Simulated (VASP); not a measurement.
# Ca2P (Fm-3m) in VASP: notebook, part 2 of 2

VASP 6.6.1. Earlier steps stand in the parts before.

## (4) Single point, r2SCAN

Contents of POSCAR:

```
Ca2P
1.0
    0.0000000000      3.4135507257      3.4135507257
    3.4135507257      0.0000000000      3.4135507257
    3.4135507257      3.4135507257      0.0000000000
Ca P
2 1
Direct
    0.2500000000      0.2500000000      0.2500000000
    0.7500000000      0.7500000000      0.7500000000
    0.5000000000      0.5000000000      0.5000000000
```

Contents of INCAR.step1:

```
PREC = Accurate ; ENCUT = 520
ISMEAR = 0 ; SIGMA = 0.1
LREAL = F ; LASPH = T
NELM = 100 ; NBANDS = 20
GGA = PE ; ALGO = Normal
EDIFF = 1E-4 ; LWAVE = T
LCHARG = F
```

Contents of INCAR.step2:

```
PREC = Accurate ; ENCUT = 520
EDIFF = 1E-6 ; ISMEAR = 0
SIGMA = 0.1 ; LREAL = F
LASPH = T ; NELM = 100
ALGO = Normal ; ISIF = 2
LWAVE = F ; LCHARG = T
METAGGA = R2SCAN ; LMIXTAU = T
LELF = T ; LVHAR = T
NBANDS = 20 ; ISTART = 1
```

Contents of KPOINTS:

```
regular mesh
0
Gamma
  12 12 12
```

Potentials or basis: VASP PAW PBE potentials, release 64 (Ca_sv, P).

On the command line:

```bash
cat potpaw_PBE.64/Ca_sv/POTCAR potpaw_PBE.64/P/POTCAR > POTCAR
cp INCAR.step1 INCAR
mpirun -np 1 vasp_std > vasp.out
cp INCAR.step2 INCAR
mpirun -np 1 vasp_std > vasp.out
```

OUTCAR:

```text
PREC = Accurate
   ENCUT = 520
   EDIFF = 1E-6
   ISMEAR = 0
   LREAL = F
   LASPH = T
   NELM = 100
   ISIF = 2
   METAGGA = R2SCAN
   ISTART = 1

 ion  position               nearest neighbor table
   1  0.250  0.250  0.250-   3 2.96   3 2.96   3 2.96   3 2.96
   2  0.750  0.750  0.750-   3 2.96   3 2.96   3 2.96   3 2.96
   3  0.500  0.500  0.500-   1 2.96   2 2.96   1 2.96   1 2.96   2 2.96   1 2.96   2 2.96   2 2.96

  LATTYP: Found a face centered cubic cell.
 ALAT       =     6.8271014514
[... 745 lines left out ...]

  FORCE on cell =-STRESS in cart. coord.  units (eV):
  Direction    XX          YY          ZZ          XY          YZ          ZX
  --------------------------------------------------------------------------------------
  -------------------------------------------------------------------------------------
  Total       -0.0572085     -0.0572085     -0.0572085     -0.0000000      0.0000000      0.0000000
  in kB       -1.1521842     -1.1521842     -1.1521842     -0.0000000      0.0000000      0.0000000
  external PRESSURE =      -1.1521842 kB  Pullay stress =       0.0000000 kB

 VOLUME and BASIS-vectors are now :
 -----------------------------------------------------------------------------
  energy-cutoff  :      520.00
  volume of cell :       79.55
      direct lattice vectors                 reciprocal lattice vectors
     0.000000000  3.413550726  3.413550726    -0.146475046  0.146475046  0.146475046
     3.413550726  0.000000000  3.413550726     0.146475046 -0.146475046  0.146475046
     3.413550726  3.413550726  0.000000000     0.146475046  0.146475046 -0.146475046

 POSITION                                       TOTAL-FORCE (eV/Angst)
 -----------------------------------------------------------------------------------
      1.70678      1.70678      1.70678         0.000000      0.000000      0.000000
      5.12033      5.12033      5.12033        -0.000000     -0.000000      0.000000
      3.41355      3.41355      3.41355        -0.000000      0.000000     -0.000000
 -----------------------------------------------------------------------------------
    total drift:                                0.000000      0.000000      0.000000

  FREE ENERGIE OF THE ION-ELECTRON SYSTEM (eV)
  ---------------------------------------------------
  free  energy   TOTEN  =       -26.2182712868 eV

  energy  without entropy=      -26.2115605736  energy(sigma->0) =      -26.21491593
```

OUTCAR.step1:

```text
PREC = Accurate
   ENCUT = 520
   ISMEAR = 0
   LREAL = F
[... 777 lines left out ...]
      1.70678      1.70678      1.70678        -0.000000     -0.000000     -0.000000
      5.12033      5.12033      5.12033         0.000000      0.000000      0.000000
      3.41355      3.41355      3.41355         0.000000      0.000000      0.000000
 -----------------------------------------------------------------------------------
    total drift:                                0.000000      0.000000      0.000000

  FREE ENERGIE OF THE ION-ELECTRON SYSTEM (eV)
  ---------------------------------------------------
  free  energy   TOTEN  =       -11.9749840161 eV

  energy  without entropy=      -11.9676680359  energy(sigma->0) =      -11.97132603
```

OSZICAR.step1:

```text
N       E                     dE             d eps       ncg     rms          rms(c)
DAV:   1     0.212757152735E+03    0.21276E+03   -0.12233E+04  2880   0.114E+03
DAV:   2     0.664241393668E+00   -0.21209E+03   -0.20819E+03  3092   0.336E+02
DAV:   3    -0.119148606843E+02   -0.12579E+02   -0.12494E+02  5292   0.658E+01
DAV:   4    -0.124444047699E+02   -0.52954E+00   -0.52745E+00  4144   0.123E+01
DAV:   5    -0.124695817448E+02   -0.25177E-01   -0.25173E-01  4568   0.193E+00    0.590E+00
DAV:   6    -0.120152968992E+02    0.45428E+00   -0.13541E+00  3372   0.337E+00    0.351E+00
DAV:   7    -0.119750892330E+02    0.40208E-01   -0.30509E-01  3984   0.234E+00    0.136E+00
DAV:   8    -0.119750823067E+02    0.69263E-05   -0.47247E-02  3552   0.124E+00    0.222E-01
DAV:   9    -0.119747028317E+02    0.37947E-03   -0.32229E-03  4000   0.285E-01    0.169E-01
DAV:  10    -0.119749424850E+02   -0.23965E-03   -0.10315E-03  3976   0.195E-01    0.338E-02
DAV:  11    -0.119749840161E+02   -0.41531E-04   -0.15523E-04  2852   0.888E-02
   1 F= -.11974984E+02 E0= -.11971326E+02  d E =-.731598E-02
```

Run time: 9 min. Hardware: 1 thread of Intel Xeon 8259CL, shared host; peak memory 0.29 GiB.

Results:

```yaml
Free_energy: -26.2183 eV
Pressure: -0.1 GPa
Band_gap_on_the_k_mesh: zero (an odd number of electrons rules out a gap without spin polarisation)
```

Caveat: the PAW data sets were made with another functional, which shifts forces and pressure a little.

## (5) Relaxation of cell and atoms, PBE

This run uses another cell than the first one, of 26.70 Å³/atom.

Contents of INCAR:

```
  PREC = Accurate
  ENCUT = 600
  EDIFF = 1E-6
  ISMEAR = 0
  SIGMA = 0.1
  LREAL = False
  LASPH = True
  NELM = 80
  ALGO = Normal
  ISIF = 3
  LWAVE = False
  LCHARG = False
  GGA = PE
  IBRION = 2
  NSW = 100
  EDIFFG = -0.01
```

KPOINTS is that of step 4.

Contents of POSCAR:

```
Ca2P
1.0
    0.0000000000      3.4214557128      3.4214557128
    3.4214557128      0.0000000000      3.4214557128
    3.4214557128      3.4214557128      0.0000000000
Ca P
2 1
Direct
    0.2500000000      0.2500000000      0.2500000000
    0.7500000000      0.7500000000      0.7500000000
    0.5000000000      0.5000000000      0.5000000000
```

On the command line:

```bash
cat potpaw_PBE.64/Ca_sv/POTCAR potpaw_PBE.64/P/POTCAR > POTCAR
mpirun -np 1 vasp_std > vasp.out
```

Run time: 5 min. Hardware: 1 thread of Intel Xeon 8259CL, shared host; peak memory 0.32 GiB.

Results (log left out):

* Free energy: -11.9756 eV
* Relaxed volume: 26.62 Å³/atom
* Relaxed cell: a = 4.834 Å, b = 4.834 Å, c = 4.834 Å, α = 60.00°, β = 60.00°, γ = 60.00°
* Space group after relaxing (to 0.1 Å): Fm-3m (No. 225)
* Energy gained by relaxing: 0.0 meV/atom
* Ionic steps: 2
* Pressure after relaxing: 0.0 GPa
* Band gap on the k mesh: zero (an odd number of electrons rules out a gap without spin polarisation)

Final structure:
```
Ca P
1.0
     0.00000    3.41791    3.41791
     3.41791    0.00000    3.41791
     3.41791    3.41791    0.00000
Ca P
2 1
Direct
  0.25000 0.25000 0.25000
  0.75000 0.75000 0.75000
  0.50000 0.50000 0.50000
```

Levels at points of the mesh, in eV from the Fermi level:
```csv
k point,band 10,band 11,band 12,band 13,band 14,band 15
"(0.00, 0.00, 0.00)",-2.99,-2.99,-2.99,-0.51,0.48,0.48
"(0.50, 0.00, 0.00)",-4.02,-2.69,-2.69,1.21,1.21,1.37
"(0.50, 0.50, 0.00)",-4.14,-2.56,-2.56,-0.91,0.51,1.39
```

## (6) The runs side by side

```csv
task,level,cell,k mesh,cutoff (eV),smearing,gap on the mesh (eV),pressure (GPa)
single point,PBE,"a = 4.827 Å, angles 60.0°, 3 atoms, atomic positions A",12 × 12 × 12,520,gaussian 0.1 eV,none,0.2
single point,PBE,"a = 4.827, b = 4.827, c = 8.361 Å, angles 73.2, 73.2, 60.0°, 6 atoms, atomic positions B",6 × 6 × 6,520,gaussian 0.2 eV,none,0.1
single point,r2SCAN,"a = 4.827 Å, angles 60.0°, 3 atoms, atomic positions A",12 × 12 × 12,520,gaussian 0.1 eV,none,-0.1
relaxation of cell and atoms,PBE,"relaxed from a = 4.839 Å, angles 60.0°, 3 atoms, atomic positions A",12 × 12 × 12,600,gaussian 0.1 eV,none,0.0
```

Alike in all rows: potentials or basis VASP PAW PBE potentials, release 64 (Ca_sv, P); no spin polarisation.

Caveats: the PAW data sets were made with another functional, which shifts forces and pressure a little (at least some runs).

Total energies depend on the potentials used, so only differences within one code and one set of settings carry meaning.
